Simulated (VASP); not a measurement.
# BAs (F-43m) in VASP: settings compared

Aim: see how the results for BAs move with the level of theory and the settings. Levels: PBE, RPBE+D3(BJ), PBEsol+D3(BJ), PBEsol+D4. Tasks: single point, relaxation of cell and atoms.

Program: VASP 6.6.1. These are calculated values, not measurements. Logs are shortened: lines on timing, memory, paths and dates and some standing lists are left out, and cuts for length are marked.

## 1. The cell of the first run

It takes space group F-43m (No. 216, cubic). The conventional cell has a = 4.777 Å, b = 4.777 Å, c = 4.777 Å, α = 90.00°, β = 90.00°, γ = 90.00°. Within 2.7 Å of As (site symmetry -43m) lie 4 B at 2.07 Å. Within 2.7 Å of B (site symmetry -43m) lie 4 As at 2.07 Å.

## 2. Single point, PBE

Contents of INCAR:

```
SYSTEM = BAs
PREC = Accurate ; ENCUT = 520
EDIFF = 1E-6 ; ISMEAR = -1
SIGMA = 0.05 ; LREAL = .False.
LASPH = .True. ; NELM = 100
ALGO = Normal ; ISIF = 2
LWAVE = .False. ; LCHARG = .False.
GGA = PE ; NBANDS = 11
```

Contents of KPOINTS:

```
regular mesh
0
Gamma
  6 6 6
  0 0 0
```

Contents of POSCAR:

```
BAs
1.0
    0.0000000000      2.3885000000      2.3885000000
    2.3885000000      0.0000000000      2.3885000000
    2.3885000000      2.3885000000      0.0000000000
As B
1 1
Direct
    0.7500000000      0.7500000000      0.7500000000
    0.0000000000      0.0000000000      0.0000000000
```

Potentials or basis: VASP PAW PBE potentials, release 64 (As, B).

The run is started by

```console
$ cat potpaw_PBE.64/As/POTCAR potpaw_PBE.64/B/POTCAR > POTCAR
$ mpirun -np 1 vasp_std > vasp.out
```

OUTCAR:

```text
SYSTEM = BAs
   PREC = Accurate
   ENCUT = 520
   EDIFF = 1E-6
   ISMEAR = -1
   LREAL = .False.
   LASPH = .True.
   NELM = 100
   ISIF = 2
   GGA = PE

 ion  position               nearest neighbor table
   1  0.750  0.750  0.750-   2 2.07   2 2.07   2 2.07   2 2.07
   2  0.000  0.000  0.000-   1 2.07   1 2.07   1 2.07   1 2.07

  LATTYP: Found a face centered cubic cell.
 ALAT       =     4.7770000000

  Lattice vectors:

 A1 = (   0.0000000000,   2.3885000000,   2.3885000000)
 A2 = (   2.3885000000,   0.0000000000,   2.3885000000)
 A3 = (   2.3885000000,   2.3885000000,   0.0000000000)

Analysis of symmetry for initial positions (statically):
=====================================================================
 Subroutine PRICEL returns:
 Original cell was already a primitive cell.

 Routine SETGRP: Setting up the symmetry group for a
 face centered cubic supercell.

 Subroutine GETGRP returns: Found 24 space group operations
 (whereof 24 operations were pure point group operations)
 out of a pool of 48 trial point group operations.

The static configuration has the point symmetry T_d .

Analysis of symmetry for dynamics (positions and initial velocities):
=====================================================================
 Subroutine PRICEL returns:
 Original cell was already a primitive cell.

 Routine SETGRP: Setting up the symmetry group for a
 face centered cubic supercell.

 Subroutine GETGRP returns: Found 24 space group operations
 (whereof 24 operations were pure point group operations)
 out of a pool of 48 trial point group operations.

The dynamic configuration has the point symmetry T_d .

 Subroutine INISYM returns: Found 24 space group operations
 (whereof 24 operations are pure point group operations),
 and found     1 'primitive' translations

----------------------------------------------------------------------------------------

                                     Primitive cell

  volume of cell :      27.2525

  direct lattice vectors                    reciprocal lattice vectors
     0.000000000  2.388500000  2.388500000    -0.209336404  0.209336404  0.209336404
     2.388500000  0.000000000  2.388500000     0.209336404 -0.209336404  0.209336404
     2.388500000  2.388500000  0.000000000     0.209336404  0.209336404 -0.209336404

  length of vectors
     3.377849094  3.377849094  3.377849094     0.362581287  0.362581287  0.362581287

  position of ions in fractional coordinates (direct lattice)
     0.750000000  0.750000000  0.750000000
     0.000000000  0.000000000  0.000000000

  ion indices of the primitive-cell ions
   primitive index   ion index
                 1           1
                 2           2

----------------------------------------------------------------------------------------

 KPOINTS: regular mesh

Automatic generation of k-mesh.
 Grid dimensions read from file:
 generate k-points for:    6    6    6

 Generating k-lattice:

  Cartesian coordinates                     Fractional coordinates (reciprocal lattice)
    -0.034889401  0.034889401  0.034889401     0.166666667  0.000000000  0.000000000
     0.034889401 -0.034889401  0.034889401     0.000000000  0.166666667  0.000000000
     0.034889401  0.034889401 -0.034889401     0.000000000  0.000000000  0.166666667

  Length of vectors
     0.060430214  0.060430214  0.060430214

  Shift w.r.t. Gamma in fractional coordinates (k-lattice)
     0.000000000  0.000000000  0.000000000

 Subroutine IBZKPT returns following result:
 ===========================================

 Found     16 irreducible k-points:

 Following reciprocal coordinates:
            Coordinates               Weight
  0.000000  0.000000  0.000000      1.000000
  0.166667  0.000000  0.000000      8.000000
  0.333333  0.000000  0.000000      8.000000
  0.500000  0.000000  0.000000      4.000000
  0.166667  0.166667  0.000000      6.000000
  0.333333  0.166667  0.000000     24.000000
[... 8 lines left out ...]
 -0.333333  0.333333  0.166667     24.000000
 -0.333333  0.500000  0.166667     12.000000
   k-points           NKPTS =     16   k-points in BZ     NKDIM =     16   number of bands    NBANDS=     11
   number of dos      NEDOS =    301   number of ions     NIONS =      2
   total plane-waves  NPLWV =  21952
   dimension x,y,z NGX =    28 NGY =   28 NGZ =   28
   dimension x,y,z NGXF=    56 NGYF=   56 NGZF=   56
   ions per type =               1   1
   NGX,Y,Z   is equivalent  to a cutoff of  13.78, 13.78, 13.78 a.u.
   NGXF,Y,Z  is equivalent  to a cutoff of  27.56, 27.56, 27.56 a.u.
 SYSTEM =  BAs
   PREC   = accura    normal or accurate (medium, high low for compatibility)
   ISTART =      0    job   : 0-new  1-cont  2-samecut
   ICHARG =      2    charge: 1-file 2-atom 10-const
   ISPIN  =      1    spin polarized calculation?
   LNONCOLLINEAR =      F non collinear calculations
   LSORBIT =      F    spin-orbit coupling
   LASPH  =      T    aspherical Exc in radial PAW
   ENCUT  =  520.0 eV  38.22 Ry    6.18 a.u.   6.28  6.28  6.28*2*pi/ulx,y,z
   NELM   =    100;   NELMIN=  2; NELMDL= -5     # of ELM steps
   EDIFF  = 0.1E-05   stopping-criterion for ELM
   LREAL  =      F    real-space projection
   EDIFFG = 0.1E-04   stopping-criterion for IOM
   NSW    =      0    number of steps for IOM
   IBRION =     -1    ionic relax: 0-MD 1-quasi-New 2-CG
   NFREE  =      0    steps in history (QN), initial steepest desc. (CG)
   ISIF   =      2    stress and relaxation
   ISYM   =      2    0-nonsym 1-usesym 2-fastsym
   POTIM  = 0.5000    time-step for ionic-motion
   TEBEG  =    0.0;   TEEND  =   0.0 temperature during run
   PSTRESS=    0.0 pullay stress
   NELECT =       8.0000    total number of electrons
   NUPDOWN=      -1.0000    fix difference up-down
   EMIN   =  10.00;   EMAX   =-10.00  energy-range for DOS
   EFERMI =   0.00;   METHOD = LEGACY
   ISMEAR =    -1;   SIGMA  =   0.05  broadening in eV -4-tet -1-fermi 0-gaus
   EFERMI_NEDOS =   21; number of points for ismear=-14 and -15
   IALGO  =     38    algorithm
   IMIX   =      4    mixing-type and parameters
     AMIX     =   0.40;   BMIX     =  1.00
     AMIX_MAG =   1.60;   BMIX_MAG =  1.00
  volume/ion in A,a.u.               =      13.63        91.95
  Fermi-wavevector in a.u.,A,eV,Ry     =   1.088018  2.056057 16.106360  1.183784
  Thomas-Fermi vector in A             =   2.224191
   LORBIT       =      0    0 simple, 1 ext, 2 COOP (PROOUT), +10 PAW based schemes
   GGA     = PE    functional components
   LHFCALC =     F    Hartree Fock is set to
   AEXX    =    0.0000 exact exchange contribution
   IVDW    =     0    specifies the selected vdW correction
   LEPSILON=     F    determine dielectric tensor
   LRPA    =     F    only Hartree local field effects (RPA)
 non-spin polarized calculation
  energy-cutoff  :      520.00
  volume of cell :       27.25
 maximum number of plane-waves:       754
 NGX is ok and might be reduce to    28
   NGX = 13   NGY = 13   NGZ = 13

 number of electron       8.0000000 magnetization

 Free energy of the ion-electron system (eV)
  ---------------------------------------------------
  ext. energy  EPLUGINS =         0.00000000
  ---------------------------------------------------
  free energy    TOTEN  =       -11.38765304 eV

  energy without entropy =      -11.38765287  energy(sigma->0) =      -11.38765296

 E-fermi :   6.7504     XC(G=0): -10.5810

 val. band max:        6.1325046152   @ k =   0.0000   0.0000   0.0000
 cond. band min:       7.4049731181   @ k =   0.3333   0.3333   0.0000
 fundamental gap:      1.2724685029
 Fermi energy:         6.7503649598

 k-point     1 :       0.0000    0.0000    0.0000
  band No.  band energies     occupation
      1      -9.2706      2.00000
      2       6.1325      1.99999
      3       6.1325      1.99999
      4       6.1325      1.99999
      5       9.4064      0.00000
      6       9.4064      0.00000
      7       9.4064      0.00000
      8      10.8198      0.00000
      9      15.7142      0.00000
     10      19.0789      0.00000
     11      19.0789      0.00000

 k-point     2 :       0.1667    0.0000    0.0000
  band No.  band energies     occupation
      1      -8.8177      2.00000
      2       3.1734      2.00000
      3       5.4503      2.00000
      4       5.4503      2.00000
      5       9.4328      0.00000
      6      10.2935      0.00000
      7      10.2935      0.00000
      8      12.7820      0.00000
      9      17.1352      0.00000
     10      17.4187      0.00000
     11      17.4187      0.00000

 k-point     3 :       0.3333    0.0000    0.0000
  band No.  band energies     occupation
      1      -7.5515      2.00000
      2      -0.6106      2.00000
      3       4.6158      2.00000
      4       4.6158      2.00000
      5       8.9951      0.00000
      6      10.9584      0.00000
      7      10.9584      0.00000
      8      14.8126      0.00000
      9      17.6256      0.00000
     10      18.1538      0.00000
     11      18.1538      0.00000

 k-point     4 :       0.5000    0.0000    0.0000
  band No.  band energies     occupation
      1      -6.3985      2.00000
      2      -2.6585      2.00000
      3       4.3101      2.00000
      4       4.3101      2.00000
      5       8.8238      0.00000
      6      10.9100      0.00000
      7      10.9100      0.00000
      8      14.9957      0.00000
      9      18.8483      0.00000
     10      20.7004      0.00000
     11      20.7004      0.00000

 k-point     5 :       0.1667    0.1667    0.0000
  band No.  band energies     occupation
      1      -8.6650      2.00000
      2       3.8485      2.00000
      3       4.4192      2.00000
      4       4.4192      2.00000
      5       8.3754      0.00000
      6      11.7667      0.00000
      7      11.7667      0.00000
      8      11.7713      0.00000
      9      15.8112      0.00000
     10      17.9126      0.00000
     11      19.7422      0.00000
[... 99 lines left out ...]
 k-point    13 :       0.5000    0.5000    0.0000
  band No.  band energies     occupation
      1      -5.0806      2.00000
      2      -2.3994      2.00000
      3       2.0505      2.00000
      4       2.0505      2.00000
      5       7.5568      0.00000
      6       7.5716      0.00000
      7      17.4989      0.00000
      8      17.4989      0.00000
      9      18.9978      0.00000
     10      23.4054      0.00000
     11      23.9406      0.00000

 k-point    14 :       0.5000    0.3333    0.1667
  band No.  band energies     occupation
      1      -6.4702      2.00000
      2      -0.6241      2.00000
      3       1.2559      2.00000
      4       2.9148      2.00000
      5       9.9109      0.00000
      6      11.3229      0.00000
      7      11.9942      0.00000
      8      15.1752      0.00000
      9      17.5791      0.00000
     10      19.8627      0.00000
     11      22.2194      0.00000

 k-point    15 :      -0.3333    0.3333    0.1667
  band No.  band energies     occupation
      1      -5.4421      2.00000
      2      -1.9187      2.00000
      3       0.7155      2.00000
      4       2.2664      2.00000
      5      10.4622      0.00000
      6      11.3702      0.00000
      7      13.5838      0.00000
      8      15.0312      0.00000
      9      16.3778      0.00000
     10      20.5877      0.00000
     11      22.4105      0.00000

 k-point    16 :      -0.3333    0.5000    0.1667
  band No.  band energies     occupation
      1      -4.9616      2.00000
      2      -2.0763      2.00000
      3       0.9764      2.00000
      4       1.1717      2.00000
      5       9.9022      0.00000
      6      10.1190      0.00000
      7      14.7768      0.00000
      8      15.0216      0.00000
      9      18.4395      0.00000
     10      21.7907      0.00000
     11      21.9614      0.00000

------------------------ aborting loop because EDIFF is reached ----------------------------------------

  FORCE on cell =-STRESS in cart. coord.  units (eV):
  Direction    XX          YY          ZZ          XY          YZ          ZX
  --------------------------------------------------------------------------------------
  -------------------------------------------------------------------------------------
  Total        0.5889205      0.5889205      0.5889205      0.0000000     -0.0000000     -0.0000000
  in kB       34.6227487     34.6227487     34.6227487      0.0000000     -0.0000000     -0.0000000
  external PRESSURE =      34.6227487 kB  Pullay stress =       0.0000000 kB

 VOLUME and BASIS-vectors are now :
 -----------------------------------------------------------------------------
  energy-cutoff  :      520.00
  volume of cell :       27.25
      direct lattice vectors                 reciprocal lattice vectors
     0.000000000  2.388500000  2.388500000    -0.209336404  0.209336404  0.209336404
     2.388500000  0.000000000  2.388500000     0.209336404 -0.209336404  0.209336404
     2.388500000  2.388500000  0.000000000     0.209336404  0.209336404 -0.209336404

 POSITION                                       TOTAL-FORCE (eV/Angst)
 -----------------------------------------------------------------------------------
      3.58275      3.58275      3.58275        -0.000000     -0.000000      0.000000
      0.00000      0.00000      0.00000         0.000000      0.000000     -0.000000
 -----------------------------------------------------------------------------------
    total drift:                                0.000000      0.000000      0.000000

  FREE ENERGIE OF THE ION-ELECTRON SYSTEM (eV)
  ---------------------------------------------------
  free  energy   TOTEN  =       -11.3876530392 eV

  energy  without entropy=      -11.3876528746  energy(sigma->0) =      -11.38765296
```

Wall time 4.4 s (1 thread of AMD EPYC 9R45 (Zen 5), shared host); peak memory 0.12 GiB.

Results:

```
Free energy            : -11.3877 eV
Pressure               : 3.5 GPa
Band gap on the k mesh : 1.27 eV, indirect (least direct gap 3.27 eV)
```

Levels at points of the mesh, in eV from the valence-band top:
```csv
k point,band 1,band 2,band 3,band 4,band 5,band 6,band 7,band 8
"(0.00, 0.00, 0.00)",-15.40,0.00,0.00,0.00,3.27,3.27,3.27,4.69
"(0.50, 0.00, 0.00)",-12.53,-8.79,-1.82,-1.82,2.69,4.78,4.78,8.86
"(0.50, 0.50, 0.00)",-11.21,-8.53,-4.08,-4.08,1.42,1.44,11.37,11.37
```

(Continued in part 2 of 3.)
